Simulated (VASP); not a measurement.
# BeS (Pm-3m) in VASP: notebook

Runs on BeS. Level: PBEsol. Tasks: single point, relaxation of cell and atoms.

Everything below comes from runs of VASP 6.6.1. Logs are shortened: lines on timing, memory, paths and dates and some standing lists are left out, and cuts for length are marked.

## (1) The cell of the first run

Symmetry: Pm-3m, No. 221, cubic system. Conventional cell: a = 2.890 Å, b = 2.890 Å, c = 2.890 Å, α = 90.00°, β = 90.00°, γ = 90.00°. Be (site symmetry m-3m) has 8 S at 2.50 Å and 6 Be at 2.89 Å within 3.3 Å. Within 3.3 Å of S (site symmetry m-3m) lie 8 Be at 2.50 Å and 6 S at 2.89 Å.

## (2) Single point, PBEsol

File INCAR:

```
SYSTEM = BeS
  PREC = Accurate
  ENCUT = 520
  EDIFF = 1E-6
  ISMEAR = -1
  SIGMA = 0.03
  LREAL = .False.
  LASPH = .True.
  NELM = 60
  ALGO = Normal
  ISIF = 2
  LWAVE = .False.
  LCHARG = .False.
  GGA = PS
  NBANDS = 11
```

File KPOINTS:

```
regular mesh
0
Gamma
  8 8 8
  0 0 0
```

File POSCAR:

```
BeS
1.0
    2.8903208839      0.0000000000      0.0000000000
    0.0000000000      2.8903208839      0.0000000000
    0.0000000000      0.0000000000      2.8903208839
Be S
1 1
Direct
    0.0000000000      0.0000000000      0.0000000000
    0.5000000000      0.5000000000      0.5000000000
```

Potentials or basis: VASP PAW PBE potentials, release 64 (Be, S).

Run with:

```sh
cat potpaw_PBE.64/Be/POTCAR potpaw_PBE.64/S/POTCAR > POTCAR
mpirun -np 1 vasp_std > vasp.out
```

OUTCAR:

```text
SYSTEM = BeS
   PREC = Accurate
   ENCUT = 520
   EDIFF = 1E-6
   ISMEAR = -1
   LREAL = .False.
   LASPH = .True.
   NELM = 60
   ISIF = 2
   GGA = PS

 ion  position               nearest neighbor table
   1  0.000  0.000  0.000-   2 2.50   2 2.50   2 2.50   2 2.50   2 2.50   2 2.50   2 2.50   2 2.50

   2  0.500  0.500  0.500-   1 2.50   1 2.50   1 2.50   1 2.50   1 2.50   1 2.50   1 2.50   1 2.50

  LATTYP: Found a simple cubic cell.
 ALAT       =     2.8903208839

  Lattice vectors:

 A1 = (   2.8903208839,   0.0000000000,   0.0000000000)
 A2 = (   0.0000000000,   2.8903208839,   0.0000000000)
 A3 = (   0.0000000000,   0.0000000000,   2.8903208839)

Analysis of symmetry for initial positions (statically):
=====================================================================
 Subroutine PRICEL returns:
 Original cell was already a primitive cell.

 Routine SETGRP: Setting up the symmetry group for a
 simple cubic supercell.

 Subroutine GETGRP returns: Found 48 space group operations
 (whereof 48 operations were pure point group operations)
 out of a pool of 48 trial point group operations.

The static configuration has the point symmetry O_h .

Analysis of symmetry for dynamics (positions and initial velocities):
=====================================================================
 Subroutine PRICEL returns:
 Original cell was already a primitive cell.

 Routine SETGRP: Setting up the symmetry group for a
 simple cubic supercell.

 Subroutine GETGRP returns: Found 48 space group operations
 (whereof 48 operations were pure point group operations)
 out of a pool of 48 trial point group operations.

The dynamic configuration has the point symmetry O_h .

 Subroutine INISYM returns: Found 48 space group operations
 (whereof 48 operations are pure point group operations),
 and found     1 'primitive' translations

----------------------------------------------------------------------------------------

                                     Primitive cell

  volume of cell :      24.1456

  direct lattice vectors                    reciprocal lattice vectors
     2.890320884  0.000000000  0.000000000     0.345982346  0.000000000  0.000000000
     0.000000000  2.890320884  0.000000000     0.000000000  0.345982346  0.000000000
     0.000000000  0.000000000  2.890320884     0.000000000  0.000000000  0.345982346

  length of vectors
     2.890320884  2.890320884  2.890320884     0.345982346  0.345982346  0.345982346

  position of ions in fractional coordinates (direct lattice)
     0.000000000  0.000000000  0.000000000
     0.500000000  0.500000000  0.500000000

  ion indices of the primitive-cell ions
   primitive index   ion index
                 1           1
                 2           2

----------------------------------------------------------------------------------------

 KPOINTS: regular mesh

Automatic generation of k-mesh.
 Grid dimensions read from file:
 generate k-points for:    8    8    8

 Generating k-lattice:

  Cartesian coordinates                     Fractional coordinates (reciprocal lattice)
     0.043247793  0.000000000  0.000000000     0.125000000  0.000000000  0.000000000
     0.000000000  0.043247793  0.000000000     0.000000000  0.125000000  0.000000000
     0.000000000  0.000000000  0.043247793     0.000000000  0.000000000  0.125000000

  Length of vectors
     0.043247793  0.043247793  0.043247793

  Shift w.r.t. Gamma in fractional coordinates (k-lattice)
     0.000000000  0.000000000  0.000000000

 Subroutine IBZKPT returns following result:
 ===========================================

 Found     35 irreducible k-points:

 Following reciprocal coordinates:
            Coordinates               Weight
  0.000000  0.000000  0.000000      1.000000
  0.125000  0.000000  0.000000      6.000000
  0.250000  0.000000  0.000000      6.000000
  0.375000  0.000000  0.000000      6.000000
  0.500000  0.000000  0.000000      3.000000
  0.125000  0.125000  0.000000     12.000000
[... 16 lines left out ...]
  0.375000  0.375000  0.125000     24.000000
  0.500000  0.375000  0.125000     24.000000
 [... further k-points ...]
   k-points           NKPTS =     35   k-points in BZ     NKDIM =     35   number of bands    NBANDS=     11
   number of dos      NEDOS =    301   number of ions     NIONS =      2
   total plane-waves  NPLWV =  13824
   dimension x,y,z NGX =    24 NGY =   24 NGZ =   24
   dimension x,y,z NGXF=    48 NGYF=   48 NGZF=   48
   ions per type =               1   1
   NGX,Y,Z   is equivalent  to a cutoff of  13.80, 13.80, 13.80 a.u.
   NGXF,Y,Z  is equivalent  to a cutoff of  27.61, 27.61, 27.61 a.u.
 SYSTEM =  BeS
   PREC   = accura    normal or accurate (medium, high low for compatibility)
   ISTART =      0    job   : 0-new  1-cont  2-samecut
   ICHARG =      2    charge: 1-file 2-atom 10-const
   ISPIN  =      1    spin polarized calculation?
   LNONCOLLINEAR =      F non collinear calculations
   LSORBIT =      F    spin-orbit coupling
   LASPH  =      T    aspherical Exc in radial PAW
   ENCUT  =  520.0 eV  38.22 Ry    6.18 a.u.   5.37  5.37  5.37*2*pi/ulx,y,z
   NELM   =     60;   NELMIN=  2; NELMDL= -5     # of ELM steps
   EDIFF  = 0.1E-05   stopping-criterion for ELM
   LREAL  =      F    real-space projection
   EDIFFG = 0.1E-04   stopping-criterion for IOM
   NSW    =      0    number of steps for IOM
   IBRION =     -1    ionic relax: 0-MD 1-quasi-New 2-CG
   NFREE  =      0    steps in history (QN), initial steepest desc. (CG)
   ISIF   =      2    stress and relaxation
   ISYM   =      2    0-nonsym 1-usesym 2-fastsym
   POTIM  = 0.5000    time-step for ionic-motion
   TEBEG  =    0.0;   TEEND  =   0.0 temperature during run
   PSTRESS=    0.0 pullay stress
   NELECT =       8.0000    total number of electrons
   NUPDOWN=      -1.0000    fix difference up-down
   EMIN   =  10.00;   EMAX   =-10.00  energy-range for DOS
   EFERMI =   0.00;   METHOD = LEGACY
   ISMEAR =    -1;   SIGMA  =   0.03  broadening in eV -4-tet -1-fermi 0-gaus
   EFERMI_NEDOS =   21; number of points for ismear=-14 and -15
   IALGO  =     38    algorithm
   IMIX   =      4    mixing-type and parameters
     AMIX     =   0.40;   BMIX     =  1.00
     AMIX_MAG =   1.60;   BMIX_MAG =  1.00
  volume/ion in A,a.u.               =      12.07        81.47
  Fermi-wavevector in a.u.,A,eV,Ry     =   1.132814  2.140709 17.459928  1.283268
  Thomas-Fermi vector in A             =   2.269516
   LORBIT       =      0    0 simple, 1 ext, 2 COOP (PROOUT), +10 PAW based schemes
   GGA     = PS    functional components
   LHFCALC =     F    Hartree Fock is set to
   AEXX    =    0.0000 exact exchange contribution
   IVDW    =     0    specifies the selected vdW correction
   LEPSILON=     F    determine dielectric tensor
   LRPA    =     F    only Hartree local field effects (RPA)
 non-spin polarized calculation
  energy-cutoff  :      520.00
  volume of cell :       24.15
 maximum number of plane-waves:       672
 NGX is ok and might be reduce to    24
   NGX = 11   NGY = 11   NGZ = 11

 number of electron       7.9999999 magnetization

 Free energy of the ion-electron system (eV)
  ---------------------------------------------------
  ext. energy  EPLUGINS =         0.00000000
  ---------------------------------------------------
  free energy    TOTEN  =        -7.74208177 eV

  energy without entropy =       -7.73843264  energy(sigma->0) =       -7.74025720

 E-fermi :   7.8907     XC(G=0): -10.9508

 val. band max:        7.8705120398   @ k =   0.3750   0.3750   0.0000
 cond. band min:       7.9064851734   @ k =   0.3750   0.1250   0.0000
 fundamental gap:      0.0359731336
 Fermi energy:         7.8907288436

 k-point     1 :       0.0000    0.0000    0.0000
  band No.  band energies     occupation
      1      -8.4435      2.00000
      2       6.3028      2.00000
      3       6.3028      2.00000
      4       6.3028      2.00000
      5      10.1234      0.00000
      6      12.9037      0.00000
      7      12.9037      0.00000
      8      18.5217      0.00000
      9      18.5217      0.00000
     10      18.5217      0.00000
     11      24.3324      0.00000

 k-point     2 :       0.1250    0.0000    0.0000
  band No.  band energies     occupation
      1      -8.2412      2.00000
      2       4.6044      2.00000
      3       6.4959      2.00000
      4       6.4959      2.00000
      5      10.6521      0.00000
      6      13.1495      0.00000
      7      14.5538      0.00000
      8      17.6655      0.00000
      9      17.6655      0.00000
     10      18.1767      0.00000
     11      24.5343      0.00000

 k-point     3 :       0.2500    0.0000    0.0000
  band No.  band energies     occupation
      1      -7.6725      2.00000
      2       2.0096      2.00000
      3       7.0370      2.00000
      4       7.0370      2.00000
      5      11.1399      0.00000
      6      13.8607      0.00000
      7      15.8507      0.00000
      8      15.8507      0.00000
      9      16.4223      0.00000
     10      19.1465      0.00000
     11      23.6988      0.00000

 k-point     4 :       0.3750    0.0000    0.0000
  band No.  band energies     occupation
      1      -6.9123      2.00000
      2      -0.0892      2.00000
      3       7.7545      1.97888
      4       7.7545      1.97888
      5      11.5786      0.00000
      6      14.1282      0.00000
      7      14.1282      0.00000
      8      14.8940      0.00000
      9      15.7367      0.00000
     10      21.0554      0.00000
     11      23.2201      0.00000
[... 239 lines left out ...]
 k-point    22 :       0.5000    0.2500    0.1250
  band No.  band energies     occupation
      1      -5.4828      2.00000
      2      -0.0537      2.00000
      3       4.0503      2.00000
      4       7.1820      2.00000
      5       9.1970      0.00000
      6      12.3456      0.00000
      7      14.4965      0.00000
      8      16.8743      0.00000
      9      19.1103      0.00000
     10      21.3659      0.00000
     11      22.9680      0.00000

 k-point    23 :       0.3750    0.3750    0.1250
  band No.  band energies     occupation
      1      -5.1354      2.00000
      2       1.5541      2.00000
      3       1.5677      2.00000
      4       7.3734      2.00000
      5       8.0780      0.00389
      6      13.3902      0.00000
      7      14.1886      0.00000
      8      15.9864      0.00000
      9      19.4814      0.00000
     10      21.8005      0.00000
     11      22.6948      0.00000

 k-point    24 :       0.5000    0.3750    0.1250
  band No.  band energies     occupation
      1      -4.6928      2.00000
      2       0.6681      2.00000
      3       1.9679      2.00000
      4       7.1739      2.00000
      5       7.7691      1.96593
      6      13.1879      0.00000
      7      14.1499      0.00000
      8      16.1700      0.00000
      9      19.1908      0.00000
     10      21.9448      0.00000
     11      22.0127      0.00000

 [... further k-points ...]
[... 5 lines left out ...]
  --------------------------------------------------------------------------------------
  -------------------------------------------------------------------------------------
  Total        0.0263341      0.0263341      0.0263341      0.0000000      0.0000000     -0.0000000
  in kB        1.7473932      1.7473932      1.7473932      0.0000000      0.0000000     -0.0000000
  external PRESSURE =       1.7473932 kB  Pullay stress =       0.0000000 kB

 VOLUME and BASIS-vectors are now :
 -----------------------------------------------------------------------------
  energy-cutoff  :      520.00
  volume of cell :       24.15
      direct lattice vectors                 reciprocal lattice vectors
     2.890320884  0.000000000  0.000000000     0.345982346  0.000000000  0.000000000
     0.000000000  2.890320884  0.000000000     0.000000000  0.345982346  0.000000000
     0.000000000  0.000000000  2.890320884     0.000000000  0.000000000  0.345982346

 POSITION                                       TOTAL-FORCE (eV/Angst)
 -----------------------------------------------------------------------------------
      0.00000      0.00000      0.00000         0.000000      0.000000      0.000000
      1.44516      1.44516      1.44516         0.000000      0.000000      0.000000
 -----------------------------------------------------------------------------------
    total drift:                               -0.000000     -0.000000     -0.000000

  FREE ENERGIE OF THE ION-ELECTRON SYSTEM (eV)
  ---------------------------------------------------
  free  energy   TOTEN  =        -7.7420817667 eV

  energy  without entropy=       -7.7384326409  energy(sigma->0) =       -7.74025720
```

Wall time 4.6 s (1 thread of Intel Xeon 6975P-C, shared host); peak memory 0.14 GiB.

What came out:

```yaml
Free_energy: -7.7421 eV
Pressure: 0.2 GPa
Band_gap_on_the_k_mesh: zero (band 4 reaches 8.63 eV, above the bottom of band 5 at 6.66 eV)
```

Caveat: the PAW data sets were made with another functional, which shifts forces and pressure a little.

## (3) Relaxation of cell and atoms, PBEsol

This run uses another cell than the first one, of 14.44 Å³/atom, 1.196 times its volume.

File INCAR:

```
PREC = Accurate
ENCUT = 600
EDIFF = 1E-7
ISMEAR = -1
SIGMA = 0.03
LREAL = False
LASPH = True
NELM = 60
ALGO = Normal
ISIF = 3
LWAVE = False
LCHARG = False
GGA = PS
IBRION = 2
NSW = 100
EDIFFG = -0.01
```

File KPOINTS:

```
regular mesh
0
Gamma
  8 8 8
```

File POSCAR:

```
BeS
1.0
    3.0680988200      0.0000000000      0.0000000000
    0.0000000000      3.0680988200      0.0000000000
    0.0000000000      0.0000000000      3.0680988200
Be S
1 1
Direct
    0.0000000000      0.0000000000      0.0000000000
    0.5000000000      0.5000000000      0.5000000000
```

Potentials or basis: VASP PAW PBE potentials, release 64 (Be, S).

Run with:

```sh
cat potpaw_PBE.64/Be/POTCAR potpaw_PBE.64/S/POTCAR > POTCAR
mpirun -np 1 vasp_std > vasp.out
```

Wall time 25 s (1 thread of Intel Xeon 6975P-C, shared host); peak memory 0.16 GiB.

It converged, with:

```
Free energy                            : -7.7427 eV
Relaxed volume                         : 12.10 Å³/atom
Relaxed cell                           : a = 2.893 Å, b = 2.893 Å, c = 2.893 Å, α = 90.00°, β = 90.00°, γ = 90.00°
Space group after relaxing (to 0.05 Å) : Pm-3m (No. 221)
Energy gained by relaxing              : 94.6 meV/atom
Ionic steps                            : 4
Pressure after relaxing                : 0.0 GPa
Band gap on the k mesh                 : zero (band 4 reaches 8.60 eV, above the bottom of band 5 at 6.64 eV)
```

The path:
```tsv
step	energy change (eV)	largest force (eV/Å)	pressure (GPa)	volume (Å³)
1	0.0000	0.0000	-11.75	28.88
2	-0.1871	0.0000	-1.42	24.68
3	-0.1892	0.0000	-0.26	24.29
4	-0.1893	0.0000	0.02	24.20
```

Final structure:
```xyz
2
Lattice="2.8926 0.0000 0.0000 0.0000 2.8926 0.0000 0.0000 0.0000 2.8926" Properties=species:S:1:pos:R:3 pbc="T T T"
Be    0.0000    0.0000    0.0000
S     1.4463    1.4463    1.4463
```

Levels at points of the mesh, in eV from the Fermi level:
```
           k point  band 2  band 3  band 4  band 5  band 6  band 7
(0.00, 0.00, 0.00)   -1.59   -1.59   -1.59    2.21    5.02    5.02
(0.50, 0.00, 0.00)   -8.85    0.26    0.26    3.89    5.47    5.47
(0.50, 0.50, 0.00)   -7.03   -7.03   -1.69    1.33    8.15    8.15
(0.50, 0.50, 0.50)   -4.52   -4.52   -4.52   -0.57   -0.57   -0.57
```

Caveat: the volume moved by over 15 % at a fixed basis, so the end points are rough; the PAW data sets were made with another functional, which shifts forces and pressure a little.
